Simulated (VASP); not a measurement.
# Bi (Im-3m) in VASP: notebook

Bi is run at these levels: LDA; tasks: single point.

All numbers are computed with VASP 6.6.1; they aren't measurements. Logs are shortened: lines on timing, memory, paths and dates and some standing lists are left out, and cuts for length are marked.

### Step 1. The cell of the first run

It takes space group Im-3m (No. 229, cubic). Conventional cell: a = 3.046 Å, b = 3.046 Å, c = 3.046 Å, α = 90.00°, β = 90.00°, γ = 90.00°. Bi (site symmetry m-3m) has 14 Bi at 2.64 to 3.05 Å within 3.5 Å.

This isn't the form of Bi at room conditions, which is rhombohedral.

### Step 2. Single point, LDA

File INCAR:

```
PREC = Accurate ; ENCUT = 520
EDIFF = 1E-7 ; ISMEAR = 0
SIGMA = 0.05 ; LREAL = F
LASPH = T ; NELM = 100
ALGO = Normal ; ISIF = 2
LWAVE = F ; LCHARG = F
NBANDS = 14
```

File KPOINTS:

```
regular mesh
0
Gamma
  20 20 20
```

File POSCAR:

```
Bi
1.0
   -1.5232249039      1.5232249039      1.5232249039
    1.5232249039     -1.5232249039      1.5232249039
    1.5232249039      1.5232249039     -1.5232249039
Bi
1
Direct
    0.0000000000      0.0000000000      0.0000000000
```

Potentials or basis: VASP PAW LDA potentials, release 64 (Bi_d).

The run is started by

```sh
$ cat potpaw_LDA.64/Bi_d/POTCAR > POTCAR
$ mpirun -np 1 vasp_std > vasp.out
```

OUTCAR:

```text
PREC = Accurate
   ENCUT = 520
   EDIFF = 1E-7
   ISMEAR = 0
   LREAL = F
   LASPH = T
   NELM = 100
   ISIF = 2

 ion  position               nearest neighbor table
   1  0.000  0.000  0.000-

  LATTYP: Found a body centered cubic cell.
 ALAT       =     3.0464498078

  Lattice vectors:

 A1 = (  -1.5232249039,   1.5232249039,   1.5232249039)
 A2 = (   1.5232249039,  -1.5232249039,   1.5232249039)
 A3 = (   1.5232249039,   1.5232249039,  -1.5232249039)

Analysis of symmetry for initial positions (statically):
=====================================================================
 Subroutine PRICEL returns:
 Original cell was already a primitive cell.

 Routine SETGRP: Setting up the symmetry group for a
 body centered cubic supercell.

 Subroutine GETGRP returns: Found 48 space group operations
 (whereof 48 operations were pure point group operations)
 out of a pool of 48 trial point group operations.

The static configuration has the point symmetry O_h .

Analysis of symmetry for dynamics (positions and initial velocities):
=====================================================================
 Subroutine PRICEL returns:
 Original cell was already a primitive cell.

 Routine SETGRP: Setting up the symmetry group for a
 body centered cubic supercell.

 Subroutine GETGRP returns: Found 48 space group operations
 (whereof 48 operations were pure point group operations)
 out of a pool of 48 trial point group operations.

The dynamic configuration has the point symmetry O_h .

 Subroutine INISYM returns: Found 48 space group operations
 (whereof 48 operations are pure point group operations),
 and found     1 'primitive' translations

----------------------------------------------------------------------------------------

                                     Primitive cell

  volume of cell :      14.1368

  direct lattice vectors                    reciprocal lattice vectors
    -1.523224904  1.523224904  1.523224904     0.000000000  0.328250936  0.328250936
     1.523224904 -1.523224904  1.523224904     0.328250936  0.000000000  0.328250936
     1.523224904  1.523224904 -1.523224904     0.328250936  0.328250936  0.000000000

  length of vectors
     2.638302925  2.638302925  2.638302925     0.464216925  0.464216925  0.464216925

  position of ions in fractional coordinates (direct lattice)
     0.000000000  0.000000000  0.000000000

  ion indices of the primitive-cell ions
   primitive index   ion index
                 1           1

----------------------------------------------------------------------------------------

 KPOINTS: regular mesh

Automatic generation of k-mesh.
 Grid dimensions read from file:
 generate k-points for:   20   20   20

 Generating k-lattice:

  Cartesian coordinates                     Fractional coordinates (reciprocal lattice)
     0.000000000  0.016412547  0.016412547     0.050000000  0.000000000  0.000000000
     0.016412547  0.000000000  0.016412547     0.000000000  0.050000000  0.000000000
     0.016412547  0.016412547  0.000000000     0.000000000  0.000000000  0.050000000

  Length of vectors
     0.023210846  0.023210846  0.023210846

  Shift w.r.t. Gamma in fractional coordinates (k-lattice)
     0.000000000  0.000000000  0.000000000

 Subroutine IBZKPT returns following result:
 ===========================================

 Found    256 irreducible k-points:

 Following reciprocal coordinates:
            Coordinates               Weight
  0.000000  0.000000  0.000000      1.000000
  0.050000  0.000000  0.000000     12.000000
  0.100000  0.000000  0.000000     12.000000
  0.150000  0.000000  0.000000     12.000000
  0.200000  0.000000  0.000000     12.000000
  0.250000  0.000000  0.000000     12.000000
[... 16 lines left out ...]
  0.200000  0.100000 -0.000000     48.000000
  0.250000  0.100000 -0.000000     48.000000
 [... further k-points ...]
   k-points           NKPTS =    256   k-points in BZ     NKDIM =    256   number of bands    NBANDS=     14
   number of dos      NEDOS =    301   number of ions     NIONS =      1
   total plane-waves  NPLWV =   8000
   dimension x,y,z NGX =    20 NGY =   20 NGZ =   20
   dimension x,y,z NGXF=    40 NGYF=   40 NGZF=   40
   ions per type =               1
   NGX,Y,Z   is equivalent  to a cutoff of  12.60, 12.60, 12.60 a.u.
   NGXF,Y,Z  is equivalent  to a cutoff of  25.20, 25.20, 25.20 a.u.
 SYSTEM =  unknown system
   PREC   = accura    normal or accurate (medium, high low for compatibility)
   ISTART =      0    job   : 0-new  1-cont  2-samecut
   ICHARG =      2    charge: 1-file 2-atom 10-const
   ISPIN  =      1    spin polarized calculation?
   LNONCOLLINEAR =      F non collinear calculations
   LSORBIT =      F    spin-orbit coupling
   LASPH  =      T    aspherical Exc in radial PAW
   ENCUT  =  520.0 eV  38.22 Ry    6.18 a.u.   4.91  4.91  4.91*2*pi/ulx,y,z
   NELM   =    100;   NELMIN=  2; NELMDL= -5     # of ELM steps
   EDIFF  = 0.1E-06   stopping-criterion for ELM
   LREAL  =      F    real-space projection
   EDIFFG = 0.1E-05   stopping-criterion for IOM
   NSW    =      0    number of steps for IOM
   IBRION =     -1    ionic relax: 0-MD 1-quasi-New 2-CG
   NFREE  =      0    steps in history (QN), initial steepest desc. (CG)
   ISIF   =      2    stress and relaxation
   ISYM   =      2    0-nonsym 1-usesym 2-fastsym
   POTIM  = 0.5000    time-step for ionic-motion
   TEBEG  =    0.0;   TEEND  =   0.0 temperature during run
   PSTRESS=    0.0 pullay stress
   NELECT =      15.0000    total number of electrons
   NUPDOWN=      -1.0000    fix difference up-down
   EMIN   =  10.00;   EMAX   =-10.00  energy-range for DOS
   EFERMI =   0.00;   METHOD = LEGACY
   ISMEAR =     0;   SIGMA  =   0.05  broadening in eV -4-tet -1-fermi 0-gaus
   EFERMI_NEDOS =   21; number of points for ismear=-14 and -15
   IALGO  =     38    algorithm
   IMIX   =      4    mixing-type and parameters
     AMIX     =   0.40;   BMIX     =  1.00
     AMIX_MAG =   1.60;   BMIX_MAG =  1.00
  volume/ion in A,a.u.               =      14.14        95.40
  Fermi-wavevector in a.u.,A,eV,Ry     =   1.669762  3.155393 37.934470  2.788105
  Thomas-Fermi vector in A             =   2.755378
   LORBIT       =      0    0 simple, 1 ext, 2 COOP (PROOUT), +10 PAW based schemes
   GGA     = CA    functional components
   LHFCALC =     F    Hartree Fock is set to
   AEXX    =    0.0000 exact exchange contribution
   IVDW    =     0    specifies the selected vdW correction
   LEPSILON=     F    determine dielectric tensor
   LRPA    =     F    only Hartree local field effects (RPA)
 non-spin polarized calculation
 Gauss-broadening in eV      SIGMA  =   0.05
  energy-cutoff  :      520.00
  volume of cell :       14.14
 maximum number of plane-waves:       394
   NGX =  9   NGY =  9   NGZ =  9

 number of electron      15.0000007 magnetization

 Free energy of the ion-electron system (eV)
  ---------------------------------------------------
  ext. energy  EPLUGINS =         0.00000000
  ---------------------------------------------------
  free energy    TOTEN  =         1.74408115 eV

  energy without entropy =        1.74439805  energy(sigma->0) =        1.74423960

 E-fermi :  22.8590     XC(G=0): -14.8577

 val. band max:       22.8558673418   @ k =   0.1500   0.1500   0.1500
 cond. band min:      22.8893611775   @ k =   0.2000   0.0500   0.0500
 fundamental gap:      0.0334938357
 Fermi energy:        22.8589897062

 k-point     1 :       0.0000    0.0000    0.0000
  band No.  band energies     occupation
      1      -3.0891      2.00000
      2      -3.0891      2.00000
      3      -3.0891      2.00000
      4      -1.8687      2.00000
      5      -1.8687      2.00000
      6      -0.2907      2.00000
      7      31.0550      0.00000
      8      31.0550      0.00000
      9      31.0550      0.00000
     10      36.1488      0.00000
     11      36.1488      0.00000
     12      36.1488      0.00000
     13      39.6410      0.00000
     14      39.6410      0.00000

 k-point     2 :       0.0500    0.0000    0.0000
  band No.  band energies     occupation
      1      -3.1024      2.00000
      2      -3.0803      2.00000
      3      -3.0452      2.00000
      4      -1.8841      2.00000
      5      -1.8688      2.00000
      6      -0.1895      2.00000
      7      30.8772      0.00000
      8      31.0478      0.00000
      9      31.1249      0.00000
     10      35.1161      0.00000
     11      35.5539      0.00000
     12      35.6726      0.00000
     13      40.0473      0.00000
     14      40.4752      0.00000

 k-point     3 :       0.1000    0.0000    0.0000
  band No.  band energies     occupation
      1      -3.1409      2.00000
      2      -3.0620      2.00000
      3      -2.9166      2.00000
      4      -1.9268      2.00000
      5      -1.8687      2.00000
      6       0.1212      2.00000
      7      30.0399      0.00000
      8      30.9113      0.00000
      9      31.3274      0.00000
     10      33.5487      0.00000
     11      34.4908      0.00000
     12      34.6946      0.00000
     13      40.5179      0.00000
     14      42.1535      0.00000
[... 324 lines left out ...]
 k-point    23 :       0.2000    0.1000   -0.0000
  band No.  band energies     occupation
      1      -3.3239      2.00000
      2      -3.1065      2.00000
      3      -2.1746      2.00000
      4      -2.0782      2.00000
      5      -1.8647      2.00000
      6       2.7667      2.00000
      7      22.9329      0.03669
      8      26.4425      0.00000
      9      28.8620      0.00000
     10      32.4591      0.00000
     11      35.1119      0.00000
     12      35.8675      0.00000
     13      40.9815      0.00000
     14      42.1513      0.00000

 k-point    24 :       0.2500    0.1000   -0.0000
  band No.  band energies     occupation
      1      -3.3991      2.00000
      2      -3.1791      2.00000
      3      -2.0754      2.00000
      4      -1.9531      2.00000
      5      -1.8060      2.00000
      6       3.9866      2.00000
      7      20.2936      2.00000
      8      25.5543      0.00000
      9      27.8726      0.00000
     10      32.8165      0.00000
     11      35.3732      0.00000
     12      36.3917      0.00000
     13      40.5960      0.00000
     14      43.0256      0.00000

 [... further k-points ...]

------------------------ aborting loop because EDIFF is reached ----------------------------------------

  FORCE on cell =-STRESS in cart. coord.  units (eV):
  Direction    XX          YY          ZZ          XY          YZ          ZX
  --------------------------------------------------------------------------------------
  -------------------------------------------------------------------------------------
  Total       22.9846077     22.9846077     22.9846077     -0.0000000      0.0000000     -0.0000000
  in kB     2604.9272067   2604.9272067   2604.9272067     -0.0000000      0.0000000     -0.0000000
  external PRESSURE =    2604.9272067 kB  Pullay stress =       0.0000000 kB

 VOLUME and BASIS-vectors are now :
 -----------------------------------------------------------------------------
  energy-cutoff  :      520.00
  volume of cell :       14.14
      direct lattice vectors                 reciprocal lattice vectors
    -1.523224904  1.523224904  1.523224904     0.000000000  0.328250936  0.328250936
     1.523224904 -1.523224904  1.523224904     0.328250936  0.000000000  0.328250936
     1.523224904  1.523224904 -1.523224904     0.328250936  0.328250936  0.000000000

 POSITION                                       TOTAL-FORCE (eV/Angst)
 -----------------------------------------------------------------------------------
      0.00000      0.00000      0.00000         0.000000      0.000000      0.000000
 -----------------------------------------------------------------------------------
    total drift:                                0.000000     -0.000000      0.000000

  FREE ENERGIE OF THE ION-ELECTRON SYSTEM (eV)
  ---------------------------------------------------
  free  energy   TOTEN  =         1.7440811530 eV

  energy  without entropy=        1.7443980468  energy(sigma->0) =        1.74423960
```

It took 17 s on 1 thread of Intel Xeon 6975P-C (Granite Rapids), shared host; peak memory 0.16 GiB.

What came out:

```
Free energy            : 1.7441 eV
Pressure               : 260.5 GPa
Band gap on the k mesh : zero (an odd number of electrons rules out a gap without spin polarisation)
```

Caveat: the cell stands under pressure; spin-orbit coupling is left out, which moves the levels of the heavy elements.

### Step 3. Single point, LDA

This run uses another cell than the first one, of 15.45 Å³/atom.

File INCAR:

```
PREC = Accurate ; ENCUT = 520
EDIFF = 1E-6 ; ISMEAR = 0
SIGMA = 0.05 ; LREAL = F
LASPH = T ; NELM = 60
ALGO = Fast ; ISIF = 2
LWAVE = F ; LCHARG = T
LELF = T ; LVHAR = T
NBANDS = 14
```

File KPOINTS:

```
Automatic mesh
0
Gamma
  20 20 20
```

File POSCAR:

```
Bi
1.0
   -1.5690669945      1.5690669945      1.5690669945
    1.5690669945     -1.5690669945      1.5690669945
    1.5690669945      1.5690669945     -1.5690669945
Bi
1
Direct
    0.0000000000      0.0000000000      0.0000000000
```

Potentials or basis: VASP PAW LDA potentials, release 64 (Bi_d).

The run is started by

```sh
$ cat potpaw_LDA.64/Bi_d/POTCAR > POTCAR
$ mpirun -np 1 vasp_std > vasp.out
```

OUTCAR:

```text
PREC = Accurate
   ENCUT = 520
   EDIFF = 1E-6
   ISMEAR = 0
   LREAL = F
   LASPH = T
   NELM = 60
   ISIF = 2

 ion  position               nearest neighbor table
   1  0.000  0.000  0.000-

  LATTYP: Found a body centered cubic cell.
 ALAT       =     3.1381339890

  Lattice vectors:

 A1 = (  -1.5690669945,   1.5690669945,   1.5690669945)
 A2 = (   1.5690669945,  -1.5690669945,   1.5690669945)
 A3 = (   1.5690669945,   1.5690669945,  -1.5690669945)

Analysis of symmetry for initial positions (statically):
=====================================================================
 Subroutine PRICEL returns:
 Original cell was already a primitive cell.

 Routine SETGRP: Setting up the symmetry group for a
 body centered cubic supercell.

 Subroutine GETGRP returns: Found 48 space group operations
 (whereof 48 operations were pure point group operations)
 out of a pool of 48 trial point group operations.

The static configuration has the point symmetry O_h .

Analysis of symmetry for dynamics (positions and initial velocities):
[... 170 lines left out ...]
      4      -3.8029      2.00000
      5      -3.8029      2.00000
      6      -1.0932      2.00000
      7      29.2999      0.00000
      8      29.2999      0.00000
      9      29.2999      0.00000
     10      32.5736      0.00000
     11      32.5736      0.00000
     12      32.5736      0.00000
     13      36.8546      0.00000
     14      36.8546      0.00000
[... 377 lines left out ...]
      1      -5.0202      2.00000
      2      -4.8128      2.00000
      3      -3.9671      2.00000
      4      -3.8577      2.00000
      5      -3.7516      2.00000
      6       2.7714      2.00000
      7      17.9687      2.00000
      8      23.1407      0.00000
      9      25.4904      0.00000
     10      30.4111      0.00000
     11      32.6107      0.00000
     12      33.6130      0.00000
     13      37.8771      0.00000
     14      39.9643      0.00000

 [... further k-points ...]

------------------------ aborting loop because EDIFF is reached ----------------------------------------

  FORCE on cell =-STRESS in cart. coord.  units (eV):
  Direction    XX          YY          ZZ          XY          YZ          ZX
  --------------------------------------------------------------------------------------
  -------------------------------------------------------------------------------------
  Total       17.9232992     17.9232992     17.9232992     -0.0000000     -0.0000000     -0.0000000
  in kB     1858.4209190   1858.4209190   1858.4209190     -0.0000000     -0.0000000     -0.0000000
  external PRESSURE =    1858.4209190 kB  Pullay stress =       0.0000000 kB

 VOLUME and BASIS-vectors are now :
 -----------------------------------------------------------------------------
  energy-cutoff  :      520.00
  volume of cell :       15.45
      direct lattice vectors                 reciprocal lattice vectors
    -1.569066994  1.569066994  1.569066994     0.000000000  0.318660708  0.318660708
     1.569066994 -1.569066994  1.569066994     0.318660708  0.000000000  0.318660708
     1.569066994  1.569066994 -1.569066994     0.318660708  0.318660708  0.000000000

 POSITION                                       TOTAL-FORCE (eV/Angst)
 -----------------------------------------------------------------------------------
      0.00000      0.00000      0.00000         0.000000      0.000000      0.000000
 -----------------------------------------------------------------------------------
    total drift:                                0.000000     -0.000000      0.000000

  FREE ENERGIE OF THE ION-ELECTRON SYSTEM (eV)
  ---------------------------------------------------
  free  energy   TOTEN  =        -0.0695611606 eV

  energy  without entropy=       -0.0688197758  energy(sigma->0) =       -0.06919047
```

OSZICAR:

```text
N       E                     dE             d eps       ncg     rms          rms(c)
DAV:   1     0.113908570340E+03    0.11391E+03   -0.74640E+03  7520   0.154E+03
DAV:   2     0.502231206531E+01   -0.10889E+03   -0.10432E+03  7972   0.365E+02
DAV:   3    -0.111002193499E+00   -0.51333E+01   -0.51069E+01  8980   0.748E+01
DAV:   4    -0.198272352075E+00   -0.87270E-01   -0.87246E-01  8798   0.949E+00
DAV:   5    -0.201126793475E+00   -0.28544E-02   -0.28544E-02  9616   0.165E+00    0.187E+00
RMM:   6    -0.116282276938E+00    0.84845E-01   -0.12668E-02  9326   0.114E+00    0.104E+00
RMM:   7    -0.699013838225E-01    0.46381E-01   -0.28863E-02  9685   0.139E+00    0.892E-02
RMM:   8    -0.696394478443E-01    0.26194E-03   -0.34033E-03 11492   0.525E-01    0.551E-02
RMM:   9    -0.695576556088E-01    0.81792E-04   -0.59539E-04 11411   0.184E-01    0.179E-02
RMM:  10    -0.695598857671E-01   -0.22302E-05   -0.82778E-05 11969   0.719E-02    0.362E-03
RMM:  11    -0.695609146992E-01   -0.10289E-05   -0.12681E-05  8996   0.256E-02    0.141E-03
RMM:  12    -0.695611605863E-01   -0.24589E-06   -0.21710E-06  6406   0.135E-02
   1 F= -.69561161E-01 E0= -.69190468E-01  d E =-.741385E-03
```

It took 19 s on 1 thread of Intel Xeon 6975P-C (Granite Rapids), shared host; peak memory 0.15 GiB.

What came out:

```yaml
Free_energy: -0.0696 eV
Pressure: 185.8 GPa
Band_gap_on_the_k_mesh: zero (an odd number of electrons rules out a gap without spin polarisation)
```

Levels at points of the mesh, in eV from the Fermi level:
| k point | band 5 | band 6 | band 7 | band 8 | band 9 | band 10 | band 11 | band 12 |
| --- | --- | --- | --- | --- | --- | --- | --- | --- |
| (0.00, 0.00, 0.00) | -24.20 | -21.49 | 8.91 | 8.91 | 8.91 | 12.18 | 12.18 | 12.18 |
| (0.50, 0.00, 0.00) | -23.55 | -12.10 | -11.00 | 2.80 | 3.60 | 10.03 | 10.44 | 14.78 |
| (0.50, 0.50, 0.50) | -23.71 | -4.94 | -4.39 | -4.39 | -4.39 | 3.29 | 3.29 | 15.99 |

Caveat: the cell stands under pressure; spin-orbit coupling is left out, which moves the levels of the heavy elements.
